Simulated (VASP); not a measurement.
# Li2MnN2 (P-3m1) in VASP: single point with PBE

Aim: the single point of Li2MnN2 with PBE.

Program: VASP 6.6.1. These are calculated values, not measurements. Logs are shortened: lines on timing, memory, paths and dates and some standing lists are left out, and cuts for length are marked.

**1. The cell of the first run**

Symmetry: P-3m1, No. 164, trigonal system. Conventional cell: a = 3.014 Å, b = 3.014 Å, c = 5.392 Å, α = 90.00°, β = 90.00°, γ = 120.00°. Li (site symmetry 3m) has 4 N at 1.93 to 2.40 Å and 3 Li at 2.34 Å and 3 Mn at 2.58 Å within 2.6 Å. Mn (site symmetry -3m) has 6 N at 2.05 Å and 6 Li at 2.58 Å within 2.7 Å. N (site symmetry 3m) has 4 Li at 1.93 to 2.40 Å and 3 Mn at 2.05 Å within 2.6 Å.

**2. Single point, PBE, collinear spin, ferromagnetic start**

The input, INCAR:

```
SYSTEM = Li2MnN2
ALGO = Normal
EDIFF = 1E-6
ENCUT = 520
GGA = PE
ISIF = 2
ISMEAR = 0
ISPIN = 2
LASPH = .True.
LCHARG = .False.
LMAXMIX = 4
LORBIT = 11
LREAL = .False.
LWAVE = .False.
MAGMOM = 0 0 2.8 0 0
NBANDS = 26
NELM = 150
PREC = Accurate
SIGMA = 0.05
```

The input, KPOINTS:

```
k-points
0
Gamma
  9 9 6
  0 0 0
```

The input, POSCAR:

```
Li2MnN2
1.0
    3.0144061853      0.0000000000      0.0000000000
   -1.5072030926      2.6105523338      0.0000000000
    0.0000000000      0.0000000000      5.3917606604
Li Mn N
2 1 2
Direct
    0.6666666667      0.3333333333      0.3543493377
    0.3333333333      0.6666666667      0.6456506623
    0.0000000000      0.0000000000      0.0000000000
    0.6666666667      0.3333333333      0.7997658856
    0.3333333333      0.6666666667      0.2002341144
```

Potentials or basis: VASP PAW PBE potentials, release 64 (Li_sv, Mn_pv, N).

Started as:

```sh
> cat potpaw_PBE.64/Li_sv/POTCAR potpaw_PBE.64/Mn_pv/POTCAR potpaw_PBE.64/N/POTCAR > POTCAR
> mpirun -np 1 vasp_std > vasp.out
```

OUTCAR:

```text
SYSTEM = Li2MnN2
   EDIFF = 1E-6
   ENCUT = 520
   GGA = PE
   ISIF = 2
   ISMEAR = 0
   ISPIN = 2
   LASPH = .True.
   LORBIT = 11
   LREAL = .False.
   NELM = 150
   PREC = Accurate

 ion  position               nearest neighbor table
   1  0.667  0.333  0.354-   5 1.93   5 1.93   5 1.93   2 2.34   2 2.34   2 2.34   3 2.58   3 2.58
                             3 2.58
   2  0.333  0.667  0.646-   4 1.93   4 1.93   4 1.93   1 2.34   1 2.34   1 2.34   3 2.58   3 2.58
                             3 2.58
   3  0.000  0.000  0.000-   4 2.05   5 2.05   5 2.05   4 2.05   4 2.05   5 2.05   1 2.58   2 2.58
                             2 2.58   1 2.58   2 2.58   1 2.58
   4  0.667  0.333  0.800-   2 1.93   2 1.93   2 1.93   3 2.05   3 2.05   3 2.05
   5  0.333  0.667  0.200-   1 1.93   1 1.93   1 1.93   3 2.05   3 2.05   3 2.05

  LATTYP: Found a hexagonal cell.
 ALAT       =     3.0144061853
 C/A-ratio  =     1.7886642771

  Lattice vectors:

 A1 = (   3.0144061853,   0.0000000000,   0.0000000000)
 A2 = (  -1.5072030926,   2.6105523338,   0.0000000000)
 A3 = (   0.0000000000,   0.0000000000,   5.3917606604)

Analysis of symmetry for initial positions (statically):
=====================================================================
 Subroutine PRICEL returns:
 Original cell was already a primitive cell.

 Routine SETGRP: Setting up the symmetry group for a
 hexagonal supercell.

 Subroutine GETGRP returns: Found 12 space group operations
 (whereof 12 operations were pure point group operations)
 out of a pool of 24 trial point group operations.

The static configuration has the point symmetry D_3d.

Analysis of symmetry for dynamics (positions and initial velocities):
=====================================================================
 Subroutine PRICEL returns:
 Original cell was already a primitive cell.

 Routine SETGRP: Setting up the symmetry group for a
 hexagonal supercell.

 Subroutine GETGRP returns: Found 12 space group operations
 (whereof 12 operations were pure point group operations)
 out of a pool of 24 trial point group operations.

The dynamic configuration has the point symmetry D_3d.

Analysis of structural, dynamic, and magnetic symmetry:
=====================================================================
 Subroutine PRICEL returns:
 Original cell was already a primitive cell.

 Routine SETGRP: Setting up the symmetry group for a
 hexagonal supercell.

 Subroutine GETGRP returns: Found 12 space group operations
 (whereof 12 operations were pure point group operations)
 out of a pool of 24 trial point group operations.

The overall configuration has the point symmetry D_3d.

 Subroutine INISYM returns: Found 12 space group operations
 (whereof 12 operations are pure point group operations),
 and found     1 'primitive' translations

----------------------------------------------------------------------------------------

                                     Primitive cell

  volume of cell :      42.4292

  direct lattice vectors                    reciprocal lattice vectors
     3.014406185  0.000000000  0.000000000     0.331740296  0.191530349  0.000000000
    -1.507203093  2.610552334  0.000000000     0.000000000  0.383060698  0.000000000
     0.000000000  0.000000000  5.391760660     0.000000000  0.000000000  0.185468173

  length of vectors
     3.014406185  3.014406185  5.391760660     0.383060698  0.383060698  0.185468173

  position of ions in fractional coordinates (direct lattice)
     0.666666667  0.333333333  0.354349338
     0.333333333  0.666666667  0.645650662
     0.000000000  0.000000000  0.000000000
     0.666666667  0.333333333  0.799765886
     0.333333333  0.666666667  0.200234114

  ion indices of the primitive-cell ions
   primitive index   ion index
                 1           1
                 2           2
                 3           3
                 4           4
                 5           5

----------------------------------------------------------------------------------------

 KPOINTS: k-points

Automatic generation of k-mesh.
 Grid dimensions read from file:
 generate k-points for:    9    9    6

 Generating k-lattice:

  Cartesian coordinates                     Fractional coordinates (reciprocal lattice)
     0.036860033  0.021281150  0.000000000     0.111111111  0.000000000  0.000000000
     0.000000000  0.042562300  0.000000000     0.000000000  0.111111111  0.000000000
     0.000000000  0.000000000  0.030911362     0.000000000  0.000000000  0.166666667

  Length of vectors
     0.042562300  0.042562300  0.030911362

  Shift w.r.t. Gamma in fractional coordinates (k-lattice)
     0.000000000  0.000000000  0.000000000

 Subroutine IBZKPT returns following result:
 ===========================================

 Found     62 irreducible k-points:

 Following reciprocal coordinates:
            Coordinates               Weight
  0.000000  0.000000  0.000000      1.000000
  0.111111 -0.000000  0.000000      6.000000
  0.222222 -0.000000  0.000000      6.000000
  0.333333  0.000000  0.000000      6.000000
  0.444444 -0.000000  0.000000      6.000000
  0.111111  0.111111  0.000000      6.000000
[... 16 lines left out ...]
  0.222222  0.111111  0.166667     12.000000
 -0.111111  0.333333  0.166667     12.000000
 [... further k-points ...]
   k-points           NKPTS =     62   k-points in BZ     NKDIM =     62   number of bands    NBANDS=     26
   number of dos      NEDOS =    301   number of ions     NIONS =      5
   total plane-waves  NPLWV =  23040
   dimension x,y,z NGX =    24 NGY =   24 NGZ =   40
   dimension x,y,z NGXF=    48 NGYF=   48 NGZF=   80
   ions per type =               2   1   2
   NGX,Y,Z   is equivalent  to a cutoff of  13.24, 13.24, 12.33 a.u.
   NGXF,Y,Z  is equivalent  to a cutoff of  26.47, 26.47, 24.67 a.u.
 SYSTEM =  Li2MnN2
   PREC   = accura    normal or accurate (medium, high low for compatibility)
   ISTART =      0    job   : 0-new  1-cont  2-samecut
   ICHARG =      2    charge: 1-file 2-atom 10-const
   ISPIN  =      2    spin polarized calculation?
   LNONCOLLINEAR =      F non collinear calculations
   LSORBIT =      F    spin-orbit coupling
   LASPH  =      T    aspherical Exc in radial PAW
   ENCUT  =  520.0 eV  38.22 Ry    6.18 a.u.   5.60  5.60 10.03*2*pi/ulx,y,z
   NELM   =    150;   NELMIN=  2; NELMDL= -5     # of ELM steps
   EDIFF  = 0.1E-05   stopping-criterion for ELM
   LREAL  =      F    real-space projection
   EDIFFG = 0.1E-04   stopping-criterion for IOM
   NSW    =      0    number of steps for IOM
   IBRION =     -1    ionic relax: 0-MD 1-quasi-New 2-CG
   NFREE  =      0    steps in history (QN), initial steepest desc. (CG)
   ISIF   =      2    stress and relaxation
   ISYM   =      2    0-nonsym 1-usesym 2-fastsym
   POTIM  = 0.5000    time-step for ionic-motion
   TEBEG  =    0.0;   TEEND  =   0.0 temperature during run
   PSTRESS=    0.0 pullay stress
   NELECT =      29.0000    total number of electrons
   NUPDOWN=      -1.0000    fix difference up-down
   EMIN   =  10.00;   EMAX   =-10.00  energy-range for DOS
   EFERMI =   0.00;   METHOD = LEGACY
   ISMEAR =     0;   SIGMA  =   0.05  broadening in eV -4-tet -1-fermi 0-gaus
   EFERMI_NEDOS =   21; number of points for ismear=-14 and -15
   IALGO  =     38    algorithm
   IMIX   =      4    mixing-type and parameters
     AMIX     =   0.40;   BMIX     =  1.00
     AMIX_MAG =   1.60;   BMIX_MAG =  1.00
  volume/ion in A,a.u.               =       8.49        57.27
  Fermi-wavevector in a.u.,A,eV,Ry     =   1.442069  2.725114 28.294154  2.079562
  Thomas-Fermi vector in A             =   2.560630
   LORBIT       =     11    0 simple, 1 ext, 2 COOP (PROOUT), +10 PAW based schemes
   GGA     = PE    functional components
   LHFCALC =     F    Hartree Fock is set to
   AEXX    =    0.0000 exact exchange contribution
   IVDW    =     0    specifies the selected vdW correction
   LEPSILON=     F    determine dielectric tensor
   LRPA    =     F    only Hartree local field effects (RPA)
 spin polarized calculation
 Gauss-broadening in eV      SIGMA  =   0.05
  energy-cutoff  :      520.00
  volume of cell :       42.43
 maximum number of plane-waves:      1166
 NGX is ok and might be reduce to    24
   NGX = 11   NGY = 11   NGZ = 21

 number of electron      29.0000004 magnetization       3.0003743

 Free energy of the ion-electron system (eV)
  ---------------------------------------------------
  ext. energy  EPLUGINS =         0.00000000
  ---------------------------------------------------
  free energy    TOTEN  =       -31.75829728 eV

  energy without entropy =      -31.75829728  energy(sigma->0) =      -31.75829728

 E-fermi :   5.9840     XC(G=0): -11.3438

 val. band max:        5.7630288268   @ k =   0.1111  -0.0000   0.5000
 cond. band min:       6.2256473149   @ k =   0.4444  -0.0000   0.5000
 fundamental gap:      0.4626184881
 Fermi energy:         5.9839914261

 spin component 1

 k-point     1 :       0.0000    0.0000    0.0000
  band No.  band energies     occupation
      1     -44.3465      1.00000
      2     -44.2809      1.00000
      3     -44.2809      1.00000
      4     -39.0115      1.00000
      5     -38.8657      1.00000
      6      -9.5329      1.00000
[... 18 lines left out ...]
     25      19.7924      0.00000
     26      21.3073      0.00000

 k-point     2 :       0.1111   -0.0000    0.0000
  band No.  band energies     occupation
      1     -44.3450      1.00000
      2     -44.2904      1.00000
      3     -44.2831      1.00000
      4     -39.0049      1.00000
      5     -38.8672      1.00000
      6      -9.3754      1.00000
[... 18 lines left out ...]
     25      19.8809      0.00000
[... 608 lines left out ...]
     25      18.9780      0.00000
     26      21.7066      0.00000

 k-point    24 :      -0.1111    0.3333    0.1667
  band No.  band energies     occupation
      1     -44.3381      1.00000
      2     -44.3301      1.00000
      3     -44.2961      1.00000
      4     -38.9718      1.00000
      5     -38.8777      1.00000
      6      -8.5624      1.00000
[... 18 lines left out ...]
     25      18.9303      0.00000
     26      22.0952      0.00000

 [... further k-points ...]

 spin component 2

 k-point     1 :       0.0000    0.0000    0.0000
  band No.  band energies     occupation
      1     -41.3030      1.00000
      2     -41.2325      1.00000
      3     -41.2325      1.00000
      4     -39.0156      1.00000
      5     -38.8684      1.00000
      6      -9.3688      1.00000
[... 18 lines left out ...]
     25      19.9252      0.00000
     26      21.4401      0.00000

 k-point     2 :       0.1111   -0.0000    0.0000
  band No.  band energies     occupation
      1     -41.3009      1.00000
      2     -41.2439      1.00000
      3     -41.2352      1.00000
      4     -39.0089      1.00000
      5     -38.8701      1.00000
      6      -9.2143      1.00000
[... 18 lines left out ...]
     25      20.1065      0.00000
[... 608 lines left out ...]
     25      19.5228      0.00000
     26      22.1145      0.00000

 k-point    24 :      -0.1111    0.3333    0.1667
  band No.  band energies     occupation
      1     -41.2918      1.00000
      2     -41.2907      1.00000
      3     -41.2504      1.00000
      4     -38.9753      1.00000
      5     -38.8817      1.00000
      6      -8.4176      1.00000
[... 18 lines left out ...]
     25      19.4777      0.00000
     26      22.5419      0.00000

 [... further k-points ...]

------------------------ aborting loop because EDIFF is reached ----------------------------------------

  FORCE on cell =-STRESS in cart. coord.  units (eV):
  Direction    XX          YY          ZZ          XY          YZ          ZX
  --------------------------------------------------------------------------------------
  -------------------------------------------------------------------------------------
  Total        0.1320887      0.1320887      0.0739404      0.0000000     -0.0000000      0.0000000
  in kB        4.9878285      4.9878285      2.7920784      0.0000000     -0.0000000      0.0000000
  external PRESSURE =       4.2559118 kB  Pullay stress =       0.0000000 kB

 VOLUME and BASIS-vectors are now :
 -----------------------------------------------------------------------------
  energy-cutoff  :      520.00
  volume of cell :       42.43
      direct lattice vectors                 reciprocal lattice vectors
     3.014406185  0.000000000  0.000000000     0.331740296  0.191530349  0.000000000
    -1.507203093  2.610552334  0.000000000     0.000000000  0.383060698  0.000000000
     0.000000000  0.000000000  5.391760660     0.000000000  0.000000000  0.185468173

 POSITION                                       TOTAL-FORCE (eV/Angst)
 -----------------------------------------------------------------------------------
      1.50720      0.87018      1.91057         0.000000     -0.000000      0.020496
     -0.00000      1.74037      3.48119        -0.000000      0.000000     -0.020496
      0.00000      0.00000      0.00000         0.000000      0.000000     -0.000000
      1.50720      0.87018      4.31215        -0.000000      0.000000     -0.005756
     -0.00000      1.74037      1.07961         0.000000      0.000000      0.005756
 -----------------------------------------------------------------------------------
    total drift:                                0.000000      0.000000     -0.000000

  FREE ENERGIE OF THE ION-ELECTRON SYSTEM (eV)
  ---------------------------------------------------
  free  energy   TOTEN  =       -31.7582972766 eV

  energy  without entropy=      -31.7582972766  energy(sigma->0) =      -31.75829728

 total charge

# of ion       s       p       d       tot
------------------------------------------
    1        2.042   0.101   0.000   2.143
    2        2.042   0.101   0.000   2.143
    3        0.332   6.412   4.927  11.671
    4        1.243   2.449   0.000   3.692
    5        1.243   2.449   0.000   3.692
--------------------------------------------------
tot          6.902  11.512   4.927  23.341

 magnetization (x)

# of ion       s       p       d       tot
------------------------------------------
    1        0.000  -0.003   0.000  -0.003
    2        0.000  -0.003   0.000  -0.003
    3        0.032   0.043   2.738   2.814
    4        0.001   0.036   0.000   0.038
    5        0.001   0.036   0.000   0.038
--------------------------------------------------
tot          0.035   0.110   2.738   2.883
```

Wall time 61 s (1 thread of AMD EPYC 9R45 (Zen 5), shared host); peak memory 0.21 GiB.

Results:

```
Free energy                                           : -31.7583 eV
Largest force                                         : 0.020 eV/Å
Band gap on the k mesh                                : 0.46 eV (least direct gap 0.76 eV)
Net moment                                            : 3.00 μB per cell
Site moments                                          : Li -0.00; Mn +2.81; N +0.04 μB
Valence electrons inside the program's atomic spheres : Li 2.14; Mn 11.67; N 3.69
```

Forces on the atoms (eV/Å):
```
Li   0.000  0.000  0.020
Li   0.000  0.000 -0.020
Mn   0.000  0.000  0.000
N    0.000  0.000 -0.006
N    0.000  0.000  0.006
```

Levels at points of the mesh, in eV from the valence-band top:
Spin up:
| k point | band 14 | band 15 | band 16 | band 17 | band 18 | band 19 |
| --- | --- | --- | --- | --- | --- | --- |
| (0.00, 0.00, 0.00) | -0.43 | -0.23 | -0.23 | 2.52 | 2.52 | 4.25 |
| (0.00, 0.00, 0.50) | -0.57 | -0.33 | -0.33 | 2.66 | 2.66 | 5.09 |
Spin down:
```tsv
k point	band 11	band 12	band 13	band 14	band 15	band 16
(0.00, 0.00, 0.00)	-0.37	-0.15	-0.15	0.61	0.61	1.24
(0.00, 0.00, 0.50)	-2.38	-0.24	-0.24	0.61	0.61	1.94
```

Caveat: the cutoff is under 1.25 times the usual one of these potentials, so pressure, stress and relaxed cells hold a basis-set (Pulay) error; an odd mesh through Γ misses points on the zone boundary, where band edges can lie; a cell with one magnetic atom can't hold antiferromagnetic order, which such compounds often take.
